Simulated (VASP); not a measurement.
# TiO2 (P2_1/c) in VASP: notebook

TiO2 is run at these levels: PBE; tasks: single point.

All numbers are computed with VASP 6.6.1; they aren't measurements. Logs are shortened: lines on timing, memory, paths and dates and some standing lists are left out, and cuts for length are marked.

### 1 The cell of the first run

It takes space group P2_1/c (No. 14, monoclinic). Conventional cell: a = 2.968 Å, b = 4.643 Å, c = 5.260 Å, α = 90.00°, β = 118.43°, γ = 90.00°. Ti (site symmetry -1) has 6 O at 1.89 to 2.03 Å within 2.5 Å. O (site symmetry 1) has 3 Ti at 1.89 to 2.03 Å and 11 O at 2.56 to 2.97 Å within 3.0 Å.

### 2 Single point, PBE (strain -0.1000 x Voigt [0, 0, 0, 1, 0, 0])

INCAR

```
PREC = Accurate
ENCUT = 520
EDIFF = 1E-6
ISMEAR = 0
SIGMA = 0.05
LREAL = F
LASPH = T
NELM = 100
ALGO = Normal
ISIF = 2
LWAVE = F
LCHARG = F
GGA = PE
NBANDS = 33
```

KPOINTS

```
regular mesh
0
Gamma
  6 6 10
```

POSCAR

```
TiO2
1.0
    4.6430645122      0.0000000000      0.0000000000
    0.0000000000      4.6430645122     -0.2321532256
    0.0000000000     -0.1482012200      2.9640243990
Ti O
2 4
Direct
    0.0000000000      0.0000000000      0.0000000000
    0.5000000000      0.5000000000      0.5000000000
    0.3051105247      0.3051105247      0.0000000000
    0.1948894753      0.8051105247      0.5000000000
    0.6948894753      0.6948894753      0.0000000000
    0.8051105247      0.1948894753      0.5000000000
```

Potentials or basis: VASP PAW PBE potentials, release 64 (Ti_sv, O).

Started as:

```sh
$ cat potpaw_PBE.64/Ti_sv/POTCAR potpaw_PBE.64/O/POTCAR > POTCAR
$ mpirun -np 1 vasp_std > vasp.out
```

OUTCAR:

```text
PREC = Accurate
   ENCUT = 520
   EDIFF = 1E-6
   ISMEAR = 0
   LREAL = F
   LASPH = T
   NELM = 100
   ISIF = 2
   GGA = PE

 ion  position               nearest neighbor table
   1  0.000  0.000  0.000-   6 1.89   4 1.89   3 2.00   5 2.00   4 2.03   6 2.03
   2  0.500  0.500  0.500-   5 1.89   3 1.89   6 2.00   4 2.00   3 2.03   5 2.03
   3  0.305  0.305  0.000-   2 1.89   1 2.00   2 2.03
   4  0.195  0.805  0.500-   1 1.89   2 2.00   1 2.03
   5  0.695  0.695  0.000-   2 1.89   1 2.00   2 2.03
   6  0.805  0.195  0.500-   1 1.89   2 2.00   1 2.03

  LATTYP: Found a simple monoclinic cell.
 ALAT       =     2.9677271167
 B/A-ratio  =     1.5645186803
 C/A-ratio  =     1.5664731079
 COS(beta)  =    -0.0997506235

  Lattice vectors:

 A1 = (   0.0000000000,  -0.1482012200,   2.9640243990)
 A2 = (   4.6430645122,   0.0000000000,   0.0000000000)
 A3 = (   0.0000000000,   4.6430645122,  -0.2321532256)

Analysis of symmetry for initial positions (statically):
=====================================================================
 Subroutine PRICEL returns:
 Original cell was already a primitive cell.

 Routine SETGRP: Setting up the symmetry group for a
 simple monoclinic supercell.

 Subroutine GETGRP returns: Found  4 space group operations
 (whereof  2 operations were pure point group operations)
 out of a pool of  4 trial point group operations.

The static configuration has the point symmetry S_2 .
 The point group associated with its full space group is C_2h.

Analysis of symmetry for dynamics (positions and initial velocities):
=====================================================================
 Subroutine PRICEL returns:
 Original cell was already a primitive cell.

 Routine SETGRP: Setting up the symmetry group for a
 simple monoclinic supercell.

 Subroutine GETGRP returns: Found  4 space group operations
 (whereof  2 operations were pure point group operations)
 out of a pool of  4 trial point group operations.

The dynamic configuration has the point symmetry S_2 .
 The point group associated with its full space group is C_2h.

 Subroutine INISYM returns: Found  4 space group operations
 (whereof  2 operations are pure point group operations),
 and found     1 'primitive' translations

----------------------------------------------------------------------------------------

                                     Primitive cell

  volume of cell :      63.7388

  direct lattice vectors                    reciprocal lattice vectors
     4.643064512  0.000000000  0.000000000     0.215374996  0.000000000  0.000000000
     0.000000000  4.643064512 -0.232153226     0.000000000  0.215914783  0.010795739
     0.000000000 -0.148201220  2.964024399     0.000000000  0.016911235  0.338224701

  length of vectors
     4.643064512  4.648864720  2.967727117     0.215374996  0.216184508  0.338647218

  position of ions in fractional coordinates (direct lattice)
     0.000000000  0.000000000  0.000000000
     0.500000000  0.500000000  0.500000000
     0.305110525  0.305110525  0.000000000
     0.194889475  0.805110525  0.500000000
     0.694889475  0.694889475  0.000000000
     0.805110525  0.194889475  0.500000000

  ion indices of the primitive-cell ions
   primitive index   ion index
                 1           1
                 2           2
                 3           3
                 4           4
                 5           5
                 6           6

----------------------------------------------------------------------------------------

 KPOINTS: regular mesh

Automatic generation of k-mesh.
 Grid dimensions read from file:
 generate k-points for:    6    6   10

 Generating k-lattice:

  Cartesian coordinates                     Fractional coordinates (reciprocal lattice)
     0.035895833  0.000000000  0.000000000     0.166666667  0.000000000  0.000000000
     0.000000000  0.035985797  0.001799290     0.000000000  0.166666667  0.000000000
     0.000000000  0.001691124  0.033822470     0.000000000  0.000000000  0.100000000

  Length of vectors
     0.035895833  0.036030751  0.033864722

  Shift w.r.t. Gamma in fractional coordinates (k-lattice)
     0.000000000  0.000000000  0.000000000

 Subroutine IBZKPT returns following result:
 ===========================================

 Found    128 irreducible k-points:

 Following reciprocal coordinates:
            Coordinates               Weight
  0.000000  0.000000  0.000000      1.000000
  0.166667  0.000000  0.000000      2.000000
  0.333333  0.000000  0.000000      2.000000
  0.500000  0.000000  0.000000      1.000000
  0.000000  0.166667  0.000000      2.000000
  0.166667  0.166667  0.000000      4.000000
[... 16 lines left out ...]
  0.333333  0.166667  0.100000      4.000000
  0.500000  0.166667  0.100000      2.000000
 [... further k-points ...]
   k-points           NKPTS =    128   k-points in BZ     NKDIM =    128   number of bands    NBANDS=     33
   number of dos      NEDOS =    301   number of ions     NIONS =      6
   total plane-waves  NPLWV =  31104
   dimension x,y,z NGX =    36 NGY =   36 NGZ =   24
   dimension x,y,z NGXF=    72 NGYF=   72 NGZF=   48
   ions per type =               2   4
   NGX,Y,Z   is equivalent  to a cutoff of  12.89, 12.87, 13.44 a.u.
   NGXF,Y,Z  is equivalent  to a cutoff of  25.78, 25.75, 26.89 a.u.
 SYSTEM =  unknown system
   PREC   = accura    normal or accurate (medium, high low for compatibility)
   ISTART =      0    job   : 0-new  1-cont  2-samecut
   ICHARG =      2    charge: 1-file 2-atom 10-const
   ISPIN  =      1    spin polarized calculation?
   LNONCOLLINEAR =      F non collinear calculations
   LSORBIT =      F    spin-orbit coupling
   LASPH  =      T    aspherical Exc in radial PAW
   ENCUT  =  520.0 eV  38.22 Ry    6.18 a.u.   8.63  8.64  5.52*2*pi/ulx,y,z
   NELM   =    100;   NELMIN=  2; NELMDL= -5     # of ELM steps
   EDIFF  = 0.1E-05   stopping-criterion for ELM
   LREAL  =      F    real-space projection
   EDIFFG = 0.1E-04   stopping-criterion for IOM
   NSW    =      0    number of steps for IOM
   IBRION =     -1    ionic relax: 0-MD 1-quasi-New 2-CG
   NFREE  =      0    steps in history (QN), initial steepest desc. (CG)
   ISIF   =      2    stress and relaxation
   ISYM   =      2    0-nonsym 1-usesym 2-fastsym
   POTIM  = 0.5000    time-step for ionic-motion
   TEBEG  =    0.0;   TEEND  =   0.0 temperature during run
   PSTRESS=    0.0 pullay stress
   NELECT =      48.0000    total number of electrons
   NUPDOWN=      -1.0000    fix difference up-down
   EMIN   =  10.00;   EMAX   =-10.00  energy-range for DOS
   EFERMI =   0.00;   METHOD = LEGACY
   ISMEAR =     0;   SIGMA  =   0.05  broadening in eV -4-tet -1-fermi 0-gaus
   EFERMI_NEDOS =   21; number of points for ismear=-14 and -15
   IALGO  =     38    algorithm
   IMIX   =      4    mixing-type and parameters
     AMIX     =   0.40;   BMIX     =  1.00
     AMIX_MAG =   1.60;   BMIX_MAG =  1.00
  volume/ion in A,a.u.               =      10.62        71.69
  Fermi-wavevector in a.u.,A,eV,Ry     =   1.489432  2.814617 30.183249  2.218406
  Thomas-Fermi vector in A             =   2.602341
   LORBIT       =      0    0 simple, 1 ext, 2 COOP (PROOUT), +10 PAW based schemes
   GGA     = PE    functional components
   LHFCALC =     F    Hartree Fock is set to
   AEXX    =    0.0000 exact exchange contribution
   IVDW    =     0    specifies the selected vdW correction
   LEPSILON=     F    determine dielectric tensor
   LRPA    =     F    only Hartree local field effects (RPA)
 non-spin polarized calculation
 Gauss-broadening in eV      SIGMA  =   0.05
  energy-cutoff  :      520.00
  volume of cell :       63.74
 maximum number of plane-waves:      1739
 NGX is ok and might be reduce to    36
   NGX = 17   NGY = 17   NGZ = 11

 number of electron      48.0000024 magnetization

 Free energy of the ion-electron system (eV)
  ---------------------------------------------------
  ext. energy  EPLUGINS =         0.00000000
  ---------------------------------------------------
  free energy    TOTEN  =       -53.39979530 eV

  energy without entropy =      -53.39979530  energy(sigma->0) =      -53.39979530

 E-fermi :   4.8253     XC(G=0): -11.2943

 val. band max:        4.6086623649   @ k =   0.0000   0.0000   0.0000
 cond. band min:       6.3966571297   @ k =   0.0000   0.5000   0.5000
 fundamental gap:      1.7879947648
 Fermi energy:         4.8252538651

 k-point     1 :       0.0000    0.0000    0.0000
  band No.  band energies     occupation
      1     -52.3181      2.00000
      2     -52.3023      2.00000
      3     -28.6195      2.00000
      4     -28.6180      2.00000
      5     -28.4643      2.00000
      6     -28.4584      2.00000
[... 25 lines left out ...]
     32      10.9566      0.00000
     33      11.1964      0.00000

 k-point     2 :       0.1667    0.0000    0.0000
  band No.  band energies     occupation
      1     -52.3170      2.00000
      2     -52.3033      2.00000
      3     -28.6107      2.00000
      4     -28.6100      2.00000
      5     -28.4722      2.00000
      6     -28.4674      2.00000
[... 25 lines left out ...]
     32      10.8795      0.00000
     33      11.1229      0.00000

 k-point     3 :       0.3333    0.0000    0.0000
  band No.  band energies     occupation
      1     -52.3141      2.00000
      2     -52.3062      2.00000
      3     -28.5893      2.00000
      4     -28.5886      2.00000
      5     -28.4934      2.00000
      6     -28.4902      2.00000
[... 25 lines left out ...]
     32      10.6489      0.00000
     33      11.0011      0.00000

 k-point     4 :       0.5000    0.0000    0.0000
  band No.  band energies     occupation
      1     -52.3101      2.00000
      2     -52.3101      2.00000
      3     -28.5730      2.00000
      4     -28.5730      2.00000
      5     -28.5082      2.00000
      6     -28.5082      2.00000
[... 673 lines left out ...]
     32      10.6300      0.00000
     33      11.0055      0.00000

 k-point    23 :       0.3333    0.1667    0.1000
  band No.  band energies     occupation
      1     -52.3095      2.00000
      2     -52.3034      2.00000
      3     -28.6097      2.00000
      4     -28.5672      2.00000
      5     -28.5077      2.00000
      6     -28.4712      2.00000
[... 25 lines left out ...]
     32      10.5323      0.00000
     33      10.7934      0.00000

 k-point    24 :       0.5000    0.1667    0.1000
  band No.  band energies     occupation
      1     -52.3065      2.00000
      2     -52.3065      2.00000
      3     -28.5914      2.00000
      4     -28.5914      2.00000
      5     -28.4864      2.00000
      6     -28.4864      2.00000
[... 25 lines left out ...]
     32      10.1713      0.00000
     33      10.9242      0.00000

 [... further k-points ...]

------------------------ aborting loop because EDIFF is reached ----------------------------------------

  FORCE on cell =-STRESS in cart. coord.  units (eV):
  Direction    XX          YY          ZZ          XY          YZ          ZX
  --------------------------------------------------------------------------------------
  -------------------------------------------------------------------------------------
  Total        0.8733157      1.0969234      1.4325901      0.0000000      5.4866963      0.0000000
  in kB       21.9521847     27.5729195     36.0104382      0.0000000    137.9168698      0.0000000
  external PRESSURE =      28.5118475 kB  Pullay stress =       0.0000000 kB

 VOLUME and BASIS-vectors are now :
 -----------------------------------------------------------------------------
  energy-cutoff  :      520.00
  volume of cell :       63.74
      direct lattice vectors                 reciprocal lattice vectors
     4.643064512  0.000000000  0.000000000     0.215374996  0.000000000  0.000000000
     0.000000000  4.643064512 -0.232153226     0.000000000  0.215914783  0.010795739
     0.000000000 -0.148201220  2.964024399     0.000000000  0.016911235  0.338224701

 POSITION                                       TOTAL-FORCE (eV/Angst)
 -----------------------------------------------------------------------------------
      0.00000      0.00000      0.00000         0.000000     -0.000000      0.000000
      2.32153      2.24743      1.36594         0.000000     -0.000000      0.000000
      1.41665      1.41665     -0.07083        -0.134098     -0.142663     -0.515668
      0.90488      3.66408      1.29510         0.134098     -0.142663     -0.515668
      3.22642      3.22642     -0.16132         0.134098      0.142663      0.515668
      3.73818      0.83078      1.43677        -0.134098      0.142663      0.515668
 -----------------------------------------------------------------------------------
    total drift:                                0.000000      0.000000     -0.000000

  FREE ENERGIE OF THE ION-ELECTRON SYSTEM (eV)
  ---------------------------------------------------
  free  energy   TOTEN  =       -53.3997953038 eV

  energy  without entropy=      -53.3997953038  energy(sigma->0) =      -53.39979530
```

It took 5.2 min on 1 thread of Intel Xeon 8259CL, shared host; peak memory 0.29 GiB.

What came out:

```yaml
Free_energy: -53.3998 eV
Pressure: 2.9 GPa
Largest_force: 0.552 eV/Å
Band_gap_on_the_k_mesh: 1.79 eV (least direct gap 1.86 eV)
```

Forces on the atoms (eV/Å):
```
Ti   0.000  0.000  0.000
Ti   0.000  0.000  0.000
O   -0.134 -0.143 -0.516
O    0.134 -0.143 -0.516
O    0.134  0.143  0.516
O   -0.134  0.143  0.516
```

Levels at points of the mesh, in eV from the valence-band top:
```
           k point  band 21  band 22  band 23  band 24  band 25  band 26  band 27  band 28
(0.00, 0.00, 0.00)    -0.80    -0.42    -0.23     0.00     1.86     2.12     2.38     2.50
(0.50, 0.00, 0.00)    -1.55    -1.55    -0.63    -0.63     2.52     2.52     2.92     2.92
(0.00, 0.50, 0.00)    -1.52    -1.52    -0.71    -0.71     2.51     2.51     2.94     2.94
(0.50, 0.50, 0.00)    -1.29    -1.29    -0.94    -0.94     1.90     1.90     2.49     2.49
(0.00, 0.00, 0.50)    -2.22    -2.22    -1.34    -1.34     2.84     2.84     3.19     3.19
(0.50, 0.00, 0.50)    -1.98    -1.98    -0.99    -0.99     1.90     1.90     3.18     3.18
(0.00, 0.50, 0.50)    -2.06    -1.72    -1.29    -0.62     1.79     2.06     3.10     3.30
(0.50, 0.50, 0.50)    -1.27    -1.27    -0.53    -0.53     2.51     2.51     3.22     3.22
```

Caveat: the cell differs from its parent crystal (strain -0.1000 x Voigt [0, 0, 0, 1, 0, 0]). A k mesh can miss the band edges.

(Part 1 of 2 ends here.)
